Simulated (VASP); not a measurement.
# Zr (P6/mmm) in VASP: notebook, part 2 of 2

VASP 6.6.1. Earlier steps stand in the parts before.

**5. Relaxation of shape and atoms at fixed volume, PBE**

This run uses another cell than the first one, of 14.32 Å³/atom.

Input file INCAR:

```
SYSTEM = Zr
PREC = Accurate ; ENCUT = 600
EDIFF = 1E-6 ; ISMEAR = -1
SIGMA = 0.1 ; LREAL = .FALSE.
LASPH = .TRUE. ; NELM = 100
ALGO = Normal ; ISIF = 4
LWAVE = .FALSE. ; LCHARG = .FALSE.
GGA = PE ; IBRION = 2
NSW = 50 ; EDIFFG = -0.005
```

Input file KPOINTS:

```
Automatic mesh
0
G
  16 16 14
  0 0 0
```

Input file POSCAR:

```
Zr
1.0
    2.5471781725      0.0000000000      0.0000000000
   -1.2735890862      2.2059210053      0.0000000000
    0.0000000000      0.0000000000      2.5487815388
Zr
1
Direct
    0.0000000000      0.0000000000      0.0000000000
```

Potentials or basis: VASP PAW PBE potentials, release 64 (Zr_sv).

Run with:

```bash
cat potpaw_PBE.64/Zr_sv/POTCAR > POTCAR
mpirun -np 1 vasp_std > vasp.out
```

OUTCAR:

```text
SYSTEM = Zr
   PREC = Accurate
   ENCUT = 600
   EDIFF = 1E-6
   ISMEAR = -1
   LREAL = .FALSE.
   LASPH = .TRUE.
   NELM = 100
   ISIF = 4
   GGA = PE
   IBRION = 2
   NSW = 50
   EDIFFG = -0.005

 ion  position               nearest neighbor table
   1  0.000  0.000  0.000-

  LATTYP: Found a hexagonal cell.
 ALAT       =     2.5471781725
 C/A-ratio  =     1.0006294677

  Lattice vectors:

 A1 = (   2.5471781725,   0.0000000000,   0.0000000000)
 A2 = (  -1.2735890862,   2.2059210053,   0.0000000000)
 A3 = (   0.0000000000,   0.0000000000,   2.5487815388)

Analysis of symmetry for initial positions (statically):
=====================================================================
[... 282 lines left out ...]

  energy without entropy =       -6.10693103  energy(sigma->0) =       -6.11713760

 E-fermi :  15.1731     XC(G=0): -13.4700

 val. band max:       15.1521356837   @ k =   0.3125   0.3125   0.0714
 cond. band min:      15.1824963148   @ k =   0.1875   0.0625   0.0714
 fundamental gap:      0.0303606311
 Fermi energy:        15.1731243208

 k-point     1 :       0.0000    0.0000    0.0000
  band No.  band energies     occupation
      1     -33.6903      2.00000
      2      -9.5420      2.00000
      3      -9.0796      2.00000
      4      -9.0796      2.00000
      5      10.0839      2.00000
      6      11.6640      2.00000
      7      16.3786      0.00001
      8      16.3786      0.00001
      9      24.8047      0.00000
     10      24.8047      0.00000
[... 287 lines left out ...]
 k-point    24 :       0.2500    0.1875    0.0000
  band No.  band energies     occupation
      1     -32.7859      2.00000
      2     -12.6641      2.00000
      3     -10.6952      2.00000
      4      -8.9852      2.00000
      5      13.2683      2.00000
      6      13.5763      2.00000
      7      15.9672      0.00071
      8      19.3092      0.00000
      9      22.3028      0.00000
     10      23.8331      0.00000

 [... further k-points ...]
[... 5 lines left out ...]
  --------------------------------------------------------------------------------------
  -------------------------------------------------------------------------------------
  Total        9.2140833      9.2140833      9.2148617      0.0000000      0.0000000      0.0000000
  in kB     1030.8152264   1030.8152263   1030.9023073      0.0000000      0.0000000      0.0000000
  external PRESSURE =    1030.8442534 kB  Pullay stress =       0.0000000 kB
[... 16 lines left out ...]
  FREE ENERGIE OF THE ION-ELECTRON SYSTEM (eV)
  ---------------------------------------------------
  free  energy   TOTEN  =        -6.1273441662 eV

  energy  without entropy=       -6.1069310343  energy(sigma->0) =       -6.11713760

 reached required accuracy - stopping structural energy minimisation
```

OSZICAR:

```text
N       E                     dE             d eps       ncg     rms          rms(c)
DAV:   1     0.102995492593E+03    0.10300E+03   -0.83589E+03  4826   0.143E+03
DAV:   2    -0.255741012934E+01   -0.10555E+03   -0.10289E+03  5224   0.340E+02
[... 28 lines left out ...]
   3 F= -.61273090E+01 E0= -.61171209E+01  d E =-.157706E-01
       N       E                     dE             d eps       ncg     rms          rms(c)
DAV:   1    -0.612755282851E+01   -0.24390E-03   -0.82006E-03  4900   0.954E-01    0.766E-02
DAV:   2    -0.612738253580E+01    0.17029E-03   -0.23875E-04  5100   0.147E-01    0.349E-02
DAV:   3    -0.612734391854E+01    0.38617E-04   -0.11930E-04  5028   0.940E-02    0.613E-03
DAV:   4    -0.612734416622E+01   -0.24767E-06   -0.76865E-07  3528   0.110E-02
   4 F= -.61273442E+01 E0= -.61171376E+01  d E =-.158057E-01
```

Run time: 81 s. Hardware: 1 thread of Intel Xeon 8259CL, shared host; peak memory 0.16 GiB.

Results:

* Free energy: -6.1273 eV
* Energy gained by relaxing: 15.8 meV/atom
* Ionic steps: 4
* Pressure after relaxing: 103.1 GPa
* Band gap on the k mesh: zero (bands 6 and 7 overlap by 3.07 eV)

Step by step:
```csv
step,energy change (eV),largest force (eV/Å),pressure (GPa),volume (Å³)
1,0.0000,0.0000,103.27,14.32
2,0.0426,0.0000,103.95,14.32
3,-0.0158,0.0000,103.08,14.32
4,-0.0158,0.0000,103.08,14.32
```

Final structure:
```xyz
1
Lattice="2.5711 0.0000 0.0000 -1.2856 2.2266 0.0000 0.0000 0.0000 2.5016" Properties=species:S:1:pos:R:3 pbc="T T T"
Zr    0.0000    0.0000    0.0000
```

**6. Relaxation of shape and atoms at fixed volume, PBE**

This run uses another cell than the first one, of 16.23 Å³/atom.

Input file INCAR:

```
PREC = Accurate
ENCUT = 600
EDIFF = 1E-7
ISMEAR = -1
SIGMA = 0.1
LREAL = False
LASPH = True
NELM = 80
ALGO = Normal
ISIF = 4
LWAVE = False
LCHARG = False
GGA = PE
IBRION = 2
NSW = 50
EDIFFG = -0.005
```

Input file KPOINTS:

```
regular mesh
0
Gamma
  16 16 14
```

Input file POSCAR:

```
Zr
1.0
    2.6556971362      0.0000000000      0.0000000000
   -1.3278485681      2.2999011847      0.0000000000
    0.0000000000      0.0000000000      2.6573688117
Zr
1
Direct
    0.0000000000      0.0000000000      0.0000000000
```

Potentials or basis: VASP PAW PBE potentials, release 64 (Zr_sv).

Run with:

```bash
cat potpaw_PBE.64/Zr_sv/POTCAR > POTCAR
mpirun -np 1 vasp_std > vasp.out
```

It took 1.7 min on 1 thread of Intel Xeon 8259CL, shared host; peak memory 0.18 GiB.

The run converged. Its results:

* Free energy: -7.0863 eV
* Energy gained by relaxing: 11.7 meV/atom
* Ionic steps: 4
* Pressure after relaxing: 61.1 GPa
* Band gap on the k mesh: zero (bands 6 and 7 overlap by 2.09 eV)

Step by step:
```csv
step,energy change (eV),largest force (eV/Å),pressure (GPa),volume (Å³)
1,0.0000,0.0000,61.59,16.23
2,0.0063,0.0000,61.35,16.23
3,-0.0117,0.0000,61.12,16.23
4,-0.0117,0.0000,61.11,16.23
```

Final structure:
```cif
data_structure
_symmetry_space_group_name_H-M 'P 1'
_symmetry_Int_Tables_number 1
_cell_length_a 2.6804
_cell_length_b 2.6804
_cell_length_c 2.6086
_cell_angle_alpha 90.000
_cell_angle_beta 90.000
_cell_angle_gamma 120.000
_cell_volume 16.23
loop_
_atom_site_label
_atom_site_type_symbol
_atom_site_fract_x
_atom_site_fract_y
_atom_site_fract_z
_atom_site_occupancy
Zr1 Zr 0.00000 0.00000 0.00000 1
```

Levels at points of the mesh, in eV from the Fermi level:
| k point | band 3 | band 4 | band 5 | band 6 | band 7 | band 8 | band 9 | band 10 |
| --- | --- | --- | --- | --- | --- | --- | --- | --- |
| (0.00, 0.00, 0.00) | -24.73 | -24.73 | -5.32 | -2.94 | 1.27 | 1.27 | 8.48 | 8.48 |
| (0.50, 0.00, 0.00) | -25.49 | -24.62 | -4.09 | -0.94 | 2.91 | 3.27 | 7.26 | 9.34 |
| (0.00, 0.00, 0.50) | -24.45 | -24.45 | -2.04 | 1.42 | 2.31 | 2.31 | 4.22 | 4.22 |
| (0.50, 0.00, 0.50) | -27.24 | -25.17 | -4.97 | -2.36 | 2.15 | 7.00 | 9.79 | 10.56 |

**7. The runs side by side**

```csv
task,cell,cutoff (eV),gap on the mesh (eV),pressure (GPa)
single point,"a = 3.020, b = 3.020, c = 3.022 Å, angles 90.0, 90.0, 120.0°, 1 atom",520,none,0.0
relaxation of shape and atoms at fixed volume,"relaxed from a = 2.314, b = 2.314, c = 2.316 Å, angles 90.0, 90.0, 120.0°, 1 atom",600,none,285.8
relaxation of shape and atoms at fixed volume,"relaxed from a = 2.429, b = 2.429, c = 2.430 Å, angles 90.0, 90.0, 120.0°, 1 atom",600,none,174.4
relaxation of shape and atoms at fixed volume,"relaxed from a = 2.547, b = 2.547, c = 2.549 Å, angles 90.0, 90.0, 120.0°, 1 atom",600,none,103.1
relaxation of shape and atoms at fixed volume,"relaxed from a = 2.656, b = 2.656, c = 2.657 Å, angles 90.0, 90.0, 120.0°, 1 atom",600,none,61.1
```

Alike in all rows: level PBE; potentials or basis VASP PAW PBE potentials, release 64 (Zr_sv); no spin polarisation; k mesh 16 × 16 × 14; smearing fermi-dirac 0.1 eV.

Absolute energies hang on the potentials; compare differences alone.
